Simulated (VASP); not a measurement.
# Mg3Te2O (I4/mmm) in VASP: single point with PBE

Aim: the single point of Mg3Te2O with PBE.

All numbers are computed with VASP 6.6.1; they aren't measurements. Logs are shortened: lines on timing, memory, paths and dates and some standing lists are left out, and cuts for length are marked.

### 1 The cell of the first run

The structure is tetragonal, space group I4/mmm (No. 139). The conventional cell has a = 5.306 Å, b = 5.306 Å, c = 11.590 Å, α = 90.00°, β = 90.00°, γ = 90.00°. Within 3.8 Å of Mg (site symmetry -4m2) lie 2 Te at 2.90 Å and 4 Mg at 3.75 Å. Within 3.5 Å of Mg (site symmetry 4/mmm) lie 4 Te at 2.65 Å. Within 3.5 Å of Te (site symmetry mmm) lie 4 Mg at 2.65 to 2.90 Å and 2 O at 2.65 Å. O (site symmetry 4/mmm) has 4 Te at 2.65 Å within 3.5 Å.

### 2 Single point, PBE

Input file INCAR:

```
PREC     = Accurate       # precision mode
ENCUT    = 600            # plane-wave cutoff, eV
EDIFF    = 1E-6           # SCF threshold, eV
ISMEAR   = 0              # smearing method
SIGMA    = 0.15           # smearing width, eV
LREAL    = F              # projectors in reciprocal space
LASPH    = T              # aspherical terms in the spheres
NELM     = 120            # most SCF steps
ALGO     = Normal         # electronic algorithm
ISIF     = 2              # what is computed and relaxed
LWAVE    = F              # write WAVECAR
LCHARG   = F              # write CHGCAR
GGA      = PE             # functional
NBANDS   = 21             # bands
GGA_COMPAT= F
```

Input file KPOINTS:

```
regular mesh
0
Gamma
  3 3 3
```

Input file POSCAR:

```
Mg3Te2O
1.0
   -2.6530233721      2.6530233721      5.7949769587
    2.6530233721     -2.6530233721      5.7949769587
    2.6530233721      2.6530233721     -5.7949769587
Mg Te O
3 2 1
Direct
    0.7500000000      0.2500000000      0.5000000000
    0.2500000000      0.7500000000      0.5000000000
    0.5000000000      0.5000000000      0.0000000000
    0.5000000000      0.0000000000      0.5000000000
    0.0000000000      0.5000000000      0.5000000000
    0.0000000000      0.0000000000      0.0000000000
```

Potentials or basis: VASP PAW PBE potentials, release 64 (Mg, Te, O).

Started as:

```console
$ cat potpaw_PBE.64/Mg/POTCAR potpaw_PBE.64/Te/POTCAR potpaw_PBE.64/O/POTCAR > POTCAR
$ mpirun -np 1 vasp_std > vasp.out
```

OUTCAR:

```text
PREC = Accurate
   ENCUT = 600
   EDIFF = 1E-6
   ISMEAR = 0
   LREAL = F
   LASPH = T
   NELM = 120
   ISIF = 2
   GGA = PE

 ion  position               nearest neighbor table
   1  0.750  0.250  0.500-   4 2.90   5 2.90
   2  0.250  0.750  0.500-   4 2.90   5 2.90
   3  0.500  0.500  0.000-   4 2.65   5 2.65   4 2.65   5 2.65
   4  0.500  0.000  0.500-   3 2.65   6 2.65   3 2.65   6 2.65   1 2.90   2 2.90
   5  0.000  0.500  0.500-   3 2.65   6 2.65   6 2.65   3 2.65   1 2.90   2 2.90
   6  0.000  0.000  0.000-   4 2.65   5 2.65   5 2.65   4 2.65

  LATTYP: Found a body centered tetragonal cell.
 ALAT       =     5.3060467442
 C/A-ratio  =     2.1842917102

  Lattice vectors:

 A1 = (  -2.6530233721,   2.6530233721,   5.7949769587)
 A2 = (   2.6530233721,  -2.6530233721,   5.7949769587)
 A3 = (   2.6530233721,   2.6530233721,  -5.7949769587)

Analysis of symmetry for initial positions (statically):
=====================================================================
 Subroutine PRICEL returns:
 Original cell was already a primitive cell.

 Routine SETGRP: Setting up the symmetry group for a
 body centered tetragonal supercell.

 Subroutine GETGRP returns: Found 16 space group operations
 (whereof 16 operations were pure point group operations)
 out of a pool of 16 trial point group operations.

The static configuration has the point symmetry D_4h.

Analysis of symmetry for dynamics (positions and initial velocities):
=====================================================================
 Subroutine PRICEL returns:
 Original cell was already a primitive cell.

 Routine SETGRP: Setting up the symmetry group for a
 body centered tetragonal supercell.

 Subroutine GETGRP returns: Found 16 space group operations
 (whereof 16 operations were pure point group operations)
 out of a pool of 16 trial point group operations.

The dynamic configuration has the point symmetry D_4h.

 Subroutine INISYM returns: Found 16 space group operations
 (whereof 16 operations are pure point group operations),
 and found     1 'primitive' translations

----------------------------------------------------------------------------------------

                                     Primitive cell

  volume of cell :     163.1525

  direct lattice vectors                    reciprocal lattice vectors
    -2.653023372  2.653023372  5.794976959     0.000000000  0.188464227  0.086281620
     2.653023372 -2.653023372  5.794976959     0.188464227  0.000000000  0.086281620
     2.653023372  2.653023372 -5.794976959     0.188464227  0.188464227  0.000000000

  length of vectors
     6.903537063  6.903537063  6.903537063     0.207275862  0.207275862  0.266528666

  position of ions in fractional coordinates (direct lattice)
     0.750000000  0.250000000  0.500000000
     0.250000000  0.750000000  0.500000000
     0.500000000  0.500000000  0.000000000
     0.500000000  0.000000000  0.500000000
     0.000000000  0.500000000  0.500000000
     0.000000000  0.000000000  0.000000000

  ion indices of the primitive-cell ions
   primitive index   ion index
                 1           1
                 2           2
                 3           3
                 4           4
                 5           5
                 6           6

----------------------------------------------------------------------------------------

 KPOINTS: regular mesh

Automatic generation of k-mesh.
 Grid dimensions read from file:
 generate k-points for:    3    3    3

 Generating k-lattice:

  Cartesian coordinates                     Fractional coordinates (reciprocal lattice)
     0.000000000  0.062821409  0.028760540     0.333333333  0.000000000  0.000000000
     0.062821409  0.000000000  0.028760540     0.000000000  0.333333333  0.000000000
     0.062821409  0.062821409  0.000000000     0.000000000  0.000000000  0.333333333

  Length of vectors
     0.069091954  0.069091954  0.088842889

  Shift w.r.t. Gamma in fractional coordinates (k-lattice)
     0.000000000  0.000000000  0.000000000

 Subroutine IBZKPT returns following result:
 ===========================================

 Found      6 irreducible k-points:

 Following reciprocal coordinates:
            Coordinates               Weight
  0.000000  0.000000  0.000000      1.000000
  0.333333  0.000000 -0.000000      8.000000
  0.333333  0.333333 -0.000000      8.000000
 -0.333333  0.333333  0.000000      4.000000
 -0.333333  0.333333  0.333333      4.000000
 -0.333333 -0.333333  0.333333      2.000000
   k-points           NKPTS =      6   k-points in BZ     NKDIM =      6   number of bands    NBANDS=     21
   number of dos      NEDOS =    301   number of ions     NIONS =      6
   total plane-waves  NPLWV = 175616
   dimension x,y,z NGX =    56 NGY =   56 NGZ =   56
   dimension x,y,z NGXF=   112 NGYF=  112 NGZF=  112
   ions per type =               3   2   1
   NGX,Y,Z   is equivalent  to a cutoff of  13.49, 13.49, 13.49 a.u.
   NGXF,Y,Z  is equivalent  to a cutoff of  26.97, 26.97, 26.97 a.u.
 SYSTEM =  unknown system
   PREC   = accura    normal or accurate (medium, high low for compatibility)
   ISTART =      0    job   : 0-new  1-cont  2-samecut
   ICHARG =      2    charge: 1-file 2-atom 10-const
   ISPIN  =      1    spin polarized calculation?
   LNONCOLLINEAR =      F non collinear calculations
   LSORBIT =      F    spin-orbit coupling
   LASPH  =      T    aspherical Exc in radial PAW
   ENCUT  =  600.0 eV  44.10 Ry    6.64 a.u.  13.79 13.79 13.79*2*pi/ulx,y,z
   NELM   =    120;   NELMIN=  2; NELMDL= -5     # of ELM steps
   EDIFF  = 0.1E-05   stopping-criterion for ELM
   LREAL  =      F    real-space projection
   EDIFFG = 0.1E-04   stopping-criterion for IOM
   NSW    =      0    number of steps for IOM
   IBRION =     -1    ionic relax: 0-MD 1-quasi-New 2-CG
   NFREE  =      0    steps in history (QN), initial steepest desc. (CG)
   ISIF   =      2    stress and relaxation
   ISYM   =      2    0-nonsym 1-usesym 2-fastsym
   POTIM  = 0.5000    time-step for ionic-motion
   TEBEG  =    0.0;   TEEND  =   0.0 temperature during run
   PSTRESS=    0.0 pullay stress
   NELECT =      24.0000    total number of electrons
   NUPDOWN=      -1.0000    fix difference up-down
   EMIN   =  10.00;   EMAX   =-10.00  energy-range for DOS
   EFERMI =   0.00;   METHOD = LEGACY
   ISMEAR =     0;   SIGMA  =   0.15  broadening in eV -4-tet -1-fermi 0-gaus
   EFERMI_NEDOS =   21; number of points for ismear=-14 and -15
   IALGO  =     38    algorithm
   IMIX   =      4    mixing-type and parameters
     AMIX     =   0.40;   BMIX     =  1.00
     AMIX_MAG =   1.60;   BMIX_MAG =  1.00
  volume/ion in A,a.u.               =      27.19       183.50
  Fermi-wavevector in a.u.,A,eV,Ry     =   0.864199  1.633100 10.161383  0.746841
  Thomas-Fermi vector in A             =   1.982261
   LORBIT       =      0    0 simple, 1 ext, 2 COOP (PROOUT), +10 PAW based schemes
   GGA     = PE    functional components
   LHFCALC =     F    Hartree Fock is set to
   AEXX    =    0.0000 exact exchange contribution
   IVDW    =     0    specifies the selected vdW correction
   LEPSILON=     F    determine dielectric tensor
   LRPA    =     F    only Hartree local field effects (RPA)
 non-spin polarized calculation
 Gauss-broadening in eV      SIGMA  =   0.15
  energy-cutoff  :      600.00
  volume of cell :      163.15
 maximum number of plane-waves:      5487
   NGX = 27   NGY = 27   NGZ = 27

 number of electron      23.9999998 magnetization

 Free energy of the ion-electron system (eV)
  ---------------------------------------------------
  ext. energy  EPLUGINS =         0.00000000
  ---------------------------------------------------
  free energy    TOTEN  =       -15.34501993 eV

  energy without entropy =      -15.31076407  energy(sigma->0) =      -15.32789200

 E-fermi :   3.5485     XC(G=0):  -8.3572

 val. band max:        3.3682245501   @ k =   0.3333   0.0000  -0.0000
 cond. band min:       3.5773780736   @ k =   0.3333   0.3333  -0.0000
 fundamental gap:      0.2091535236
 Fermi energy:         3.5484679974

 k-point     1 :       0.0000    0.0000    0.0000
  band No.  band energies     occupation
      1     -13.2979      2.00000
      2      -8.4398      2.00000
      3      -7.4235      2.00000
      4      -1.7372      2.00000
      5      -1.7372      2.00000
      6      -1.0537      2.00000
      7       0.2227      2.00000
      8       0.6792      2.00000
      9       0.8332      2.00000
     10       0.8332      2.00000
     11       2.2473      2.00000
     12       4.1786      0.00000
     13       4.3817      0.00000
     14       4.3817      0.00000
     15       5.4829      0.00000
     16       5.4829      0.00000
     17       6.3142      0.00000
     18       7.3354      0.00000
     19       8.2358      0.00000
     20       8.9538      0.00000
     21      10.1785      0.00000

 k-point     2 :       0.3333    0.0000   -0.0000
  band No.  band energies     occupation
      1     -13.2471      2.00000
      2      -8.4058      2.00000
      3      -7.7810      2.00000
      4      -1.3305      2.00000
      5      -1.0484      2.00000
      6      -0.8571      2.00000
      7      -0.3589      2.00000
      8       0.0515      2.00000
      9       0.5625      2.00000
     10       1.9149      2.00000
     11       2.2496      2.00000
     12       3.3682      1.91075
     13       4.0674      0.00000
     14       4.8960      0.00000
     15       5.3429      0.00000
     16       5.9765      0.00000
     17       6.2054      0.00000
     18       7.3667      0.00000
     19       7.6846      0.00000
     20       8.9735      0.00000
     21       9.4031      0.00000

 k-point     3 :       0.3333    0.3333   -0.0000
  band No.  band energies     occupation
      1     -13.2008      2.00000
      2      -8.2981      2.00000
      3      -8.0897      2.00000
      4      -2.2355      2.00000
      5      -1.1430      2.00000
      6      -0.0391      2.00000
      7      -0.0380      2.00000
      8       0.5584      2.00000
      9       1.6851      2.00000
     10       1.7572      2.00000
     11       2.6697      2.00000
     12       3.2424      1.99609
     13       3.5774      0.78519
     14       3.8931      0.00116
     15       4.3966      0.00000
     16       4.9805      0.00000
     17       6.6398      0.00000
     18       7.2120      0.00000
     19       8.1356      0.00000
     20       8.6230      0.00000
     21       9.4850      0.00000

 k-point     4 :      -0.3333    0.3333    0.0000
  band No.  band energies     occupation
      1     -13.2012      2.00000
      2      -8.3314      2.00000
      3      -8.0586      2.00000
      4      -2.2193      2.00000
      5      -0.6163      2.00000
      6      -0.3173      2.00000
      7      -0.0902      2.00000
      8       0.5732      2.00000
      9       1.6169      2.00000
     10       1.6995      2.00000
     11       1.9066      2.00000
     12       2.8266      2.00000
     13       3.1948      1.99914
     14       4.2705      0.00000
     15       5.5126      0.00000
     16       5.6346      0.00000
     17       6.7128      0.00000
     18       6.7466      0.00000
     19       7.8938      0.00000
     20       8.7719      0.00000
     21       9.5269      0.00000

 k-point     5 :      -0.3333    0.3333    0.3333
  band No.  band energies     occupation
      1     -13.2463      2.00000
      2      -8.3780      2.00000
      3      -7.8030      2.00000
      4      -1.7228      2.00000
      5      -1.3597      2.00000
      6      -0.9049      2.00000
      7       0.0676      2.00000
      8       0.3199      2.00000
      9       0.6338      2.00000
     10       2.1330      2.00000
     11       2.7552      2.00000
     12       3.7159      0.11443
     13       3.9786      0.00005
     14       4.9651      0.00000
     15       5.6924      0.00000
     16       6.2253      0.00000
     17       6.4638      0.00000
     18       6.5155      0.00000
     19       6.6677      0.00000
     20       7.3366      0.00000
     21       7.8584      0.00000

 k-point     6 :      -0.3333   -0.3333    0.3333
  band No.  band energies     occupation
      1     -13.2963      2.00000
      2      -8.4009      2.00000
      3      -7.4518      2.00000
      4      -1.9992      2.00000
      5      -1.7727      2.00000
      6      -1.7727      2.00000
      7       0.6654      2.00000
      8       0.8335      2.00000
      9       0.8335      2.00000
     10       2.0849      2.00000
     11       2.9182      2.00000
     12       4.0083      0.00001
     13       4.9120      0.00000
     14       4.9120      0.00000
     15       5.5969      0.00000
     16       5.7808      0.00000
     17       5.7808      0.00000
     18       6.8086      0.00000
     19       7.5756      0.00000
     20       7.6039      0.00000
     21       7.9151      0.00000

------------------------ aborting loop because EDIFF is reached ----------------------------------------

  FORCE on cell =-STRESS in cart. coord.  units (eV):
  Direction    XX          YY          ZZ          XY          YZ          ZX
  --------------------------------------------------------------------------------------
  -------------------------------------------------------------------------------------
  Total       -0.1347110     -0.1347110     -0.3599790      0.0000000      0.0000000     -0.0000000
  in kB       -1.3228780     -1.3228780     -3.5350364      0.0000000      0.0000000     -0.0000000
  external PRESSURE =      -2.0602641 kB  Pullay stress =       0.0000000 kB

 VOLUME and BASIS-vectors are now :
 -----------------------------------------------------------------------------
  energy-cutoff  :      600.00
  volume of cell :      163.15
      direct lattice vectors                 reciprocal lattice vectors
    -2.653023372  2.653023372  5.794976959     0.000000000  0.188464227  0.086281620
     2.653023372 -2.653023372  5.794976959     0.188464227  0.000000000  0.086281620
     2.653023372  2.653023372 -5.794976959     0.188464227  0.188464227  0.000000000

 POSITION                                       TOTAL-FORCE (eV/Angst)
 -----------------------------------------------------------------------------------
      0.00000      2.65302      2.89749         0.000000      0.000000      0.000000
      2.65302      0.00000      2.89749        -0.000000     -0.000000      0.000000
      0.00000      0.00000      5.79498        -0.000000     -0.000000     -0.000000
      0.00000      2.65302      0.00000        -0.000000     -0.000000     -0.000000
      2.65302      0.00000      0.00000        -0.000000     -0.000000     -0.000000
      0.00000      0.00000      0.00000        -0.000000     -0.000000     -0.000000
 -----------------------------------------------------------------------------------
    total drift:                               -0.000000     -0.000000      0.000000

  FREE ENERGIE OF THE ION-ELECTRON SYSTEM (eV)
  ---------------------------------------------------
  free  energy   TOTEN  =       -15.3450199284 eV

  energy  without entropy=      -15.3107640747  energy(sigma->0) =      -15.32789200
```

Wall time 2 min (1 thread of AMD EPYC 7R13, shared host); peak memory 0.39 GiB.

What came out:

| Item | Value |
| --- | --- |
| Free energy | -15.3450 eV |
| Pressure | -0.2 GPa |
| Band gap on the k mesh | zero (band 12 reaches 4.18 eV, above the bottom of band 13 at 3.19 eV) |

Caveat: the k points lie up to 0.56 Å⁻¹ apart; spin-orbit coupling is left out, which moves the levels of the heavy elements.
